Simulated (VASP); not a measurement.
# KF (I4/mmm) in VASP: notebook

Runs on KF. Level: PBE. Tasks: single point.

Everything below comes from runs of VASP 6.6.1. Logs are shortened: lines on timing, memory, paths and dates and some standing lists are left out, and cuts for length are marked.

## 1. The cell of the first run

Symmetry: I4/mmm, No. 139, tetragonal system. The conventional cell has a = 3.718 Å, b = 3.718 Å, c = 5.507 Å, α = 90.00°, β = 90.00°, γ = 90.00°. K (site symmetry 4/mmm) has 6 F at 2.63 to 2.75 Å within 3.5 Å. Within 3.5 Å of F (site symmetry 4/mmm) lie 6 K at 2.63 to 2.75 Å.

## 2. Single point, PBE (biaxial strain in the a-b plane: -3.0 %, then relaxed in part)

The input, INCAR:

```
ALGO     = Normal         # electronic algorithm
EDIFF    = 1E-7           # SCF threshold, eV
ENCUT    = 520            # plane-wave cutoff, eV
GGA      = PE             # functional
ISIF     = 2              # what is computed and relaxed
ISMEAR   = 0              # smearing method
LASPH    = T              # aspherical terms in the spheres
LCHARG   = T              # write CHGCAR
LELF     = T              # ELF
LREAL    = F              # projectors in reciprocal space
LVHAR    = T            
LWAVE    = F              # write WAVECAR
NBANDS   = 24             # bands
NELM     = 100            # most SCF steps
PREC     = Accurate       # precision mode
SIGMA    = 0.02           # smearing width, eV
```

The input, KPOINTS:

```
k-points
0
Gamma
  6 6 4
```

The input, POSCAR:

```
KF
1.0
    2.6290222823      2.6290222823      0.0000000000
   -2.6290222823      2.6290222823      0.0000000000
    0.0000000000      0.0000000000      5.5068103463
K F
2 2
Direct
    0.0000000000      0.0000000000      0.0000000000
    0.5000000000      0.5000000000      0.5000000000
    0.5000000000      0.5000000000      0.0000000000
    0.0000000000      0.0000000000      0.5000000000
```

Potentials or basis: VASP PAW PBE potentials, release 64 (K_sv, F).

Started as:

```sh
$ cat potpaw_PBE.64/K_sv/POTCAR potpaw_PBE.64/F/POTCAR > POTCAR
$ mpirun -np 1 vasp_std > vasp.out
```

OUTCAR:

```text
EDIFF = 1E-7
   ENCUT = 520
   GGA = PE
   ISIF = 2
   ISMEAR = 0
   LASPH = T
   LREAL = F
   NELM = 100
   PREC = Accurate

 ion  position               nearest neighbor table
   1  0.000  0.000  0.000-   3 2.63   3 2.63   3 2.63   3 2.63   4 2.75   4 2.75   2 3.81   2 3.81
                             2 3.81   2 3.81   2 3.81   2 3.81   2 3.81   2 3.81
   2  0.500  0.500  0.500-   4 2.63   4 2.63   4 2.63   4 2.63   3 2.75   3 2.75   1 3.81   1 3.81
                             1 3.81   1 3.81   1 3.81   1 3.81   1 3.81   1 3.81
   3  0.500  0.500  0.000-   1 2.63   1 2.63   1 2.63   1 2.63   2 2.75   2 2.75
   4  0.000  0.000  0.500-   2 2.63   2 2.63   2 2.63   2 2.63   1 2.75   1 2.75

  LATTYP: Found a simple tetragonal cell.
 ALAT       =     3.7179989674
 C/A-ratio  =     1.4811220752

  Lattice vectors:

 A1 = (   2.6290222823,   2.6290222823,   0.0000000000)
 A2 = (  -2.6290222823,   2.6290222823,   0.0000000000)
 A3 = (   0.0000000000,   0.0000000000,   5.5068103463)

Analysis of symmetry for initial positions (statically):
=====================================================================
 Subroutine PRICEL returns following result:

  LATTYP: Found a body centered tetragonal cell.
 ALAT       =     3.7179989674
 C/A-ratio  =     1.4811220752

  Lattice vectors:

 A1 = (   2.6290222823,   0.0000000000,  -2.7534051732)
 A2 = (  -2.6290222823,   0.0000000000,  -2.7534051731)
 A3 = (   0.0000000000,   2.6290222823,   2.7534051731)

   2 primitive cells build up your supercell.

 Routine SETGRP: Setting up the symmetry group for a
 simple tetragonal supercell.

 Subroutine GETGRP returns: Found 16 space group operations
 (whereof 16 operations were pure point group operations)
 out of a pool of 16 trial point group operations.

The static configuration has the point symmetry D_4h.

Analysis of symmetry for dynamics (positions and initial velocities):
=====================================================================
 Subroutine PRICEL returns following result:

  LATTYP: Found a body centered tetragonal cell.
 ALAT       =     3.7179989674
 C/A-ratio  =     1.4811220752

  Lattice vectors:

 A1 = (   2.6290222823,   0.0000000000,  -2.7534051732)
 A2 = (  -2.6290222823,   0.0000000000,  -2.7534051731)
 A3 = (   0.0000000000,   2.6290222823,   2.7534051731)
[... 100 lines left out ...]
 SYSTEM =  unknown system
   PREC   = accura    normal or accurate (medium, high low for compatibility)
   ISTART =      0    job   : 0-new  1-cont  2-samecut
   ICHARG =      2    charge: 1-file 2-atom 10-const
   ISPIN  =      1    spin polarized calculation?
   LNONCOLLINEAR =      F non collinear calculations
   LSORBIT =      F    spin-orbit coupling
   LASPH  =      T    aspherical Exc in radial PAW
   ENCUT  =  520.0 eV  38.22 Ry    6.18 a.u.   6.91  6.91 10.24*2*pi/ulx,y,z
   NELM   =    100;   NELMIN=  2; NELMDL= -5     # of ELM steps
   EDIFF  = 0.1E-06   stopping-criterion for ELM
   LREAL  =      F    real-space projection
   EDIFFG = 0.1E-05   stopping-criterion for IOM
   NSW    =      0    number of steps for IOM
   IBRION =     -1    ionic relax: 0-MD 1-quasi-New 2-CG
   NFREE  =      0    steps in history (QN), initial steepest desc. (CG)
   ISIF   =      2    stress and relaxation
   ISYM   =      2    0-nonsym 1-usesym 2-fastsym
   POTIM  = 0.5000    time-step for ionic-motion
   TEBEG  =    0.0;   TEEND  =   0.0 temperature during run
   PSTRESS=    0.0 pullay stress
   NELECT =      32.0000    total number of electrons
   NUPDOWN=      -1.0000    fix difference up-down
   EMIN   =  10.00;   EMAX   =-10.00  energy-range for DOS
   EFERMI =   0.00;   METHOD = LEGACY
   ISMEAR =     0;   SIGMA  =   0.02  broadening in eV -4-tet -1-fermi 0-gaus
   EFERMI_NEDOS =   21; number of points for ismear=-14 and -15
   IALGO  =     38    algorithm
   IMIX   =      4    mixing-type and parameters
     AMIX     =   0.40;   BMIX     =  1.00
     AMIX_MAG =   1.60;   BMIX_MAG =  1.00
  volume/ion in A,a.u.               =      19.03       128.43
  Fermi-wavevector in a.u.,A,eV,Ry     =   1.226362  2.317488 20.462662  1.503963
  Thomas-Fermi vector in A             =   2.361365
   LORBIT       =      0    0 simple, 1 ext, 2 COOP (PROOUT), +10 PAW based schemes
   GGA     = PE    functional components
   LHFCALC =     F    Hartree Fock is set to
   AEXX    =    0.0000 exact exchange contribution
   IVDW    =     0    specifies the selected vdW correction
   LEPSILON=     F    determine dielectric tensor
   LRPA    =     F    only Hartree local field effects (RPA)
 non-spin polarized calculation
 Gauss-broadening in eV      SIGMA  =   0.02
  energy-cutoff  :      520.00
  volume of cell :       76.12
 maximum number of plane-waves:      2070
 NGX is ok and might be reduce to    28
   NGX = 13   NGY = 13   NGZ = 21

 number of electron      31.9999972 magnetization

 Free energy of the ion-electron system (eV)
  ---------------------------------------------------
  ext. energy  EPLUGINS =         0.00000000
  ---------------------------------------------------
  free energy    TOTEN  =       -16.55908469 eV

  energy without entropy =      -16.55908469  energy(sigma->0) =      -16.55908469

 E-fermi :  -2.6055     XC(G=0):  -8.4110

 val. band max:       -2.7767316896   @ k =   0.0000   0.0000   0.0000
 cond. band min:       3.3671298402   @ k =   0.0000   0.0000   0.0000
 fundamental gap:      6.1438615298
 Fermi energy:        -2.6055302711

 k-point     1 :       0.0000    0.0000    0.0000
  band No.  band energies     occupation
      1     -28.9230      2.00000
      2     -28.8177      2.00000
      3     -21.4724      2.00000
      4     -21.4592      2.00000
      5     -12.7378      2.00000
      6     -12.3510      2.00000
[... 637 lines left out ...]
     23       9.4368      0.00000
     24       9.4368      0.00000

 [... further k-points ...]
[... 5 lines left out ...]
  --------------------------------------------------------------------------------------
  -------------------------------------------------------------------------------------
  Total        1.2155088      1.2155088     -0.0156691      0.0000000      0.0000000      0.0000000
  in kB       25.5829153     25.5829153     -0.3297896      0.0000000      0.0000000      0.0000000
  external PRESSURE =      16.9453470 kB  Pullay stress =       0.0000000 kB

 VOLUME and BASIS-vectors are now :
 -----------------------------------------------------------------------------
  energy-cutoff  :      520.00
  volume of cell :       76.12
      direct lattice vectors                 reciprocal lattice vectors
     2.629022282  2.629022282  0.000000000     0.190184771  0.190184771  0.000000000
    -2.629022282  2.629022282  0.000000000    -0.190184771  0.190184771  0.000000000
     0.000000000  0.000000000  5.506810346     0.000000000  0.000000000  0.181593325

 POSITION                                       TOTAL-FORCE (eV/Angst)
 -----------------------------------------------------------------------------------
      0.00000      0.00000      0.00000        -0.000000     -0.000000      0.000000
      0.00000      2.62902      2.75341         0.000000      0.000000      0.000000
      0.00000      2.62902      0.00000        -0.000000      0.000000     -0.000000
      0.00000      0.00000      2.75341         0.000000     -0.000000     -0.000000
 -----------------------------------------------------------------------------------
    total drift:                               -0.000000      0.000000      0.000000

  FREE ENERGIE OF THE ION-ELECTRON SYSTEM (eV)
  ---------------------------------------------------
  free  energy   TOTEN  =       -16.5590846872 eV

  energy  without entropy=      -16.5590846872  energy(sigma->0) =      -16.55908469
```

stdout:

```text
POSCAR found type information on POSCAR K F
 POSCAR found :  2 types and       4 ions
 scaLAPACK will be used
 LDA part: xc-table for (Slater+PW92), standard interpolation
 POSCAR, INCAR and KPOINTS ok, starting setup
 FFT: planning ... GRIDC
 FFT: planning ... GRID_SOFT
 FFT: planning ... GRID
 WAVECAR not read
 entering main loop
```

It took 37 s on 1 thread of Intel Xeon 6975P-C (Granite Rapids), shared host; peak memory 0.19 GiB.

Results:

* Free energy: -16.5591 eV
* Pressure: 1.7 GPa
* Band gap on the k mesh: 6.14 eV

Levels at points of the mesh, in eV from the valence-band top:
```tsv
k point	band 13	band 14	band 15	band 16	band 17	band 18	band 19	band 20
(0.00, 0.00, 0.00)	-0.05	-0.05	0.00	0.00	6.14	8.29	10.29	10.50
(0.50, 0.00, 0.00)	-0.37	-0.37	-0.22	-0.22	9.12	9.12	9.77	9.77
(0.50, 0.50, 0.00)	-0.13	-0.13	-0.05	-0.05	8.14	8.14	10.30	10.30
(0.00, 0.00, 0.50)	-0.04	-0.04	-0.04	-0.04	7.97	7.97	9.17	9.17
(0.50, 0.00, 0.50)	-0.38	-0.38	-0.37	-0.37	9.05	9.05	10.59	10.59
(0.50, 0.50, 0.50)	-0.15	-0.15	-0.15	-0.15	9.65	9.65	9.65	9.65
```

Caveat: the cell differs from its parent crystal (biaxial strain in the a-b plane: -3.0 %, then relaxed in part).

## 3. Single point, PBE (biaxial strain in the a-b plane: -3.0 %)

The input, INCAR:

```
  ALGO = Normal
  EDIFF = 1E-7
  ENCUT = 520
  GGA = PE
  ISIF = 2
  ISMEAR = 0
  LASPH = True
  LCHARG = False
  LREAL = False
  LWAVE = False
  NBANDS = 24
  NELM = 100
  PREC = Accurate
  SIGMA = 0.02
```

KPOINTS is that of step 2.

Changes to POSCAR since step 2:

```diff
@@ -4,3 +4,3 @@
    -2.6290222823      2.6290222823      0.0000000000
-    0.0000000000      0.0000000000      5.5068103463
+    0.0000000000      0.0000000000      5.5182364607
 K F
```

Potentials or basis: VASP PAW PBE potentials, release 64 (K_sv, F).

Started as:

```sh
$ cat potpaw_PBE.64/K_sv/POTCAR potpaw_PBE.64/F/POTCAR > POTCAR
$ mpirun -np 1 vasp_std > vasp.out
```

Run time: 29 s. Hardware: 1 thread of Intel Xeon 6975P-C (Granite Rapids), shared host; peak memory 0.19 GiB.

Results (log left out):

```
Free energy            : -16.5592 eV
Pressure               : 1.6 GPa
Band gap on the k mesh : 6.13 eV
```

Stress tensor (GPa, compression positive):
```
 2.52  0.00  0.00
 0.00  2.52  0.00
 0.00  0.00 -0.15
```

Levels at points of the mesh, in eV from the valence-band top:
| k point | band 14 | band 15 | band 16 | band 17 | band 18 | band 19 |
| --- | --- | --- | --- | --- | --- | --- |
| (0.00, 0.00, 0.00) | -0.05 | 0.00 | 0.00 | 6.13 | 8.30 | 10.28 |
| (0.50, 0.00, 0.00) | -0.37 | -0.22 | -0.22 | 9.11 | 9.11 | 9.76 |
| (0.50, 0.50, 0.00) | -0.13 | -0.05 | -0.05 | 8.13 | 8.13 | 10.29 |
| (0.00, 0.00, 0.50) | -0.04 | -0.04 | -0.04 | 7.95 | 7.95 | 9.17 |
| (0.50, 0.00, 0.50) | -0.38 | -0.37 | -0.37 | 9.04 | 9.04 | 10.58 |
| (0.50, 0.50, 0.50) | -0.15 | -0.15 | -0.15 | 9.64 | 9.64 | 9.64 |

Caveat: the cell differs from its parent crystal (biaxial strain in the a-b plane: -3.0 %).

## 4. Single point, PBE

The input, INCAR:

```
SYSTEM = KF
ALGO = Normal ; EDIFF = 1E-7
ENCUT = 520 ; GGA = PE
ISIF = 2 ; ISMEAR = 0
LASPH = .True. ; LCHARG = .False.
LREAL = .False. ; LWAVE = .False.
NBANDS = 24 ; NELM = 60
PREC = Accurate ; SIGMA = 0.02
```

The input, KPOINTS:

```
k-points
0
Gamma
  6 6 4
  0 0 0
```

Changes to POSCAR since step 3:

```diff
@@ -4,3 +4,3 @@
    -2.6290222823      2.6290222823      0.0000000000
-    0.0000000000      0.0000000000      5.5182364607
+    0.0000000000      0.0000000000      5.5068103463
 K F
```

Potentials or basis: VASP PAW PBE potentials, release 64 (K_sv, F).

Started as:

```sh
$ cat potpaw_PBE.64/K_sv/POTCAR potpaw_PBE.64/F/POTCAR > POTCAR
$ mpirun -np 1 vasp_std > vasp.out
```

OUTCAR:

```text
SYSTEM = KF
   EDIFF = 1E-7
   ENCUT = 520
   GGA = PE
   ISIF = 2
   ISMEAR = 0
   LASPH = .True.
   LREAL = .False.
   NELM = 60
   PREC = Accurate

 ion  position               nearest neighbor table
   1  0.000  0.000  0.000-   3 2.63   3 2.63   3 2.63   3 2.63   4 2.75   4 2.75   2 3.81   2 3.81
                             2 3.81   2 3.81   2 3.81   2 3.81   2 3.81   2 3.81
   2  0.500  0.500  0.500-   4 2.63   4 2.63   4 2.63   4 2.63   3 2.75   3 2.75   1 3.81   1 3.81
                             1 3.81   1 3.81   1 3.81   1 3.81   1 3.81   1 3.81
[... 871 lines left out ...]
  --------------------------------------------------------------------------------------
  -------------------------------------------------------------------------------------
  Total        1.2155088      1.2155088     -0.0156691      0.0000000      0.0000000      0.0000000
  in kB       25.5829153     25.5829153     -0.3297896      0.0000000      0.0000000      0.0000000
  external PRESSURE =      16.9453470 kB  Pullay stress =       0.0000000 kB

 VOLUME and BASIS-vectors are now :
 -----------------------------------------------------------------------------
  energy-cutoff  :      520.00
  volume of cell :       76.12
      direct lattice vectors                 reciprocal lattice vectors
     2.629022282  2.629022282  0.000000000     0.190184771  0.190184771  0.000000000
    -2.629022282  2.629022282  0.000000000    -0.190184771  0.190184771  0.000000000
     0.000000000  0.000000000  5.506810346     0.000000000  0.000000000  0.181593325

 POSITION                                       TOTAL-FORCE (eV/Angst)
 -----------------------------------------------------------------------------------
      0.00000      0.00000      0.00000        -0.000000     -0.000000      0.000000
      0.00000      2.62902      2.75341         0.000000      0.000000      0.000000
      0.00000      2.62902      0.00000        -0.000000      0.000000     -0.000000
      0.00000      0.00000      2.75341         0.000000     -0.000000     -0.000000
 -----------------------------------------------------------------------------------
    total drift:                               -0.000000      0.000000      0.000000

  FREE ENERGIE OF THE ION-ELECTRON SYSTEM (eV)
  ---------------------------------------------------
  free  energy   TOTEN  =       -16.5590846872 eV

  energy  without entropy=      -16.5590846872  energy(sigma->0) =      -16.55908469
```

OSZICAR:

```text
N       E                     dE             d eps       ncg     rms          rms(c)
DAV:   1     0.262199130726E+03    0.26220E+03   -0.16463E+04  1440   0.129E+03
DAV:   2    -0.391682549514E+01   -0.26612E+03   -0.25239E+03  1816   0.366E+02
DAV:   3    -0.181829906817E+02   -0.14266E+02   -0.14187E+02  2040   0.754E+01
[... 13 lines left out ...]
DAV:  17    -0.165590970229E+02    0.27138E-04   -0.35447E-05  1944   0.465E-02    0.678E-02
DAV:  18    -0.165590869097E+02    0.10113E-04   -0.21206E-05  2256   0.325E-02    0.297E-02
DAV:  19    -0.165590849760E+02    0.19338E-05   -0.51017E-06  2296   0.160E-02    0.120E-02
DAV:  20    -0.165590847007E+02    0.27529E-06   -0.14825E-06  2248   0.858E-03    0.249E-03
DAV:  21    -0.165590846872E+02    0.13498E-07   -0.57997E-08  1200   0.195E-03
   1 F= -.16559085E+02 E0= -.16559085E+02  d E =-.235656E-35
```

stdout:

```text
POSCAR found type information on POSCAR K F
 POSCAR found :  2 types and       4 ions
 scaLAPACK will be used
 LDA part: xc-table for (Slater+PW92), standard interpolation
 POSCAR, INCAR and KPOINTS ok, starting setup
 FFT: planning ... GRIDC
 FFT: planning ... GRID_SOFT
 FFT: planning ... GRID
 WAVECAR not read
 entering main loop
```

Wall time 38 s (1 thread of Intel Xeon 6975P-C (Granite Rapids), shared host); peak memory 0.19 GiB.

Results:

```
Free energy            : -16.5591 eV
Pressure               : 1.7 GPa
Band gap on the k mesh : 6.14 eV
```

Stress tensor (GPa, compression positive):
```
 2.56  0.00  0.00
 0.00  2.56  0.00
 0.00  0.00 -0.03
```

(Part 1 of 2 ends here.)
